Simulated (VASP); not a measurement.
Input of a VASP 6.6.1 run:

The input INCAR:

```
ALGO = Normal ; EDIFF = 1E-7
EDIFFG = -0.005 ; ENCUT = 500
GGA = PE ; GGA_COMPAT = F
IBRION = 2 ; ISIF = 3
ISMEAR = 0 ; IVDW = 12
LASPH = T ; LCHARG = F
LREAL = F ; LWAVE = F
NELM = 120 ; NELMIN = 4
NSW = 100 ; PREC = Accurate
SIGMA = 0.02
```

The input KPOINTS:

```
k-points
0
Gamma
  6 6 4
```

The input POSCAR:

```
CdI2
1.0
    4.2440000000      0.0000000000      0.0000000000
   -2.1220000000      3.6754118137      0.0000000000
    0.0000000000      0.0000000000      6.8590000000
Cd I
1 2
Direct
    0.0000000000      0.0000000000      0.0000000000
    0.3333333333      0.6666666667      0.2492000000
    0.6666666667      0.3333333333      0.7508000000
```

Potentials or basis: VASP PAW PBE potentials, release 64 (Cd, I).

Launch:

```sh
$ cat potpaw_PBE.64/Cd/POTCAR potpaw_PBE.64/I/POTCAR > POTCAR
$ mpirun -np 1 vasp_std > vasp.out
```

**Question.** Predict the dispersion energy per atom.

**Answer.** -0.334 eV.

**Question.** Estimate the relaxed cell.

**Answer.** a = 4.248 Å, b = 4.248 Å, c = 6.822 Å, α = 90.00°, β = 90.00°, γ = 120.00°.

Step by step:
```tsv
step	energy change (eV)	largest force (eV/Å)	pressure (GPa)	volume (Å³)
1	0.0000	0.1435	0.41	106.99
2	-0.0023	0.0288	-0.15	108.41
3	-0.0024	0.0457	-0.07	108.20
4	-0.0027	0.0394	-0.06	108.03
5	-0.0032	0.0205	-0.02	107.52
6	-0.0027	0.0182	0.07	106.51
7	-0.0033	0.0108	0.00	107.26
8	-0.0035	0.0058	-0.01	107.13
9	-0.0038	0.0092	-0.04	106.75
10	-0.0037	0.0147	0.10	106.33
11	-0.0038	0.0028	0.00	106.63
```
